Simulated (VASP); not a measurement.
Input of a VASP 6.6.1 run:

INCAR

```
SYSTEM = Os
PREC = Accurate ; ENCUT = 520
EDIFF = 1E-6 ; ISMEAR = -1
SIGMA = 0.05 ; LREAL = .False.
LASPH = .True. ; NELM = 100
ALGO = Fast ; ISIF = 2
LWAVE = .False. ; LCHARG = .True.
GGA = PS ; LELF = .True.
LVHAR = .True. ; NBANDS = 15
```

Contents of KPOINTS:

```
regular mesh
0
Gamma
  9 9 5
  0 0 0
```

File POSCAR:

```
Os
1.0
    2.7614410000      0.0000000000      0.0000000000
   -1.3807205000      2.3914780571      0.0000000000
    0.0000000000      0.0000000000      4.3197000000
Os
2
Direct
    0.6666666667      0.3333333333      0.7500000000
    0.3333333333      0.6666666667      0.2500000000
```

Potentials or basis: VASP PAW PBE potentials, release 64 (Os).

Command:

```sh
$ cat potpaw_PBE.64/Os/POTCAR > POTCAR
$ mpirun -np 1 vasp_std > vasp.out
```

Problem. Predict the band gap on the k mesh.

Solution. Zero (bands 8 and 9 overlap by 3.72 eV).

Problem. Estimate the pressure.

Solution. -10.6 GPa.

Stress tensor (GPa, compression positive):
```
-12.66   0.00   0.00
  0.00 -12.66   0.00
  0.00   0.00  -6.46
```

Caveat: the cell stands under tension; the PAW data sets were made with another functional, which shifts forces and pressure a little; spin-orbit coupling is left out, which moves the levels of the heavy elements.
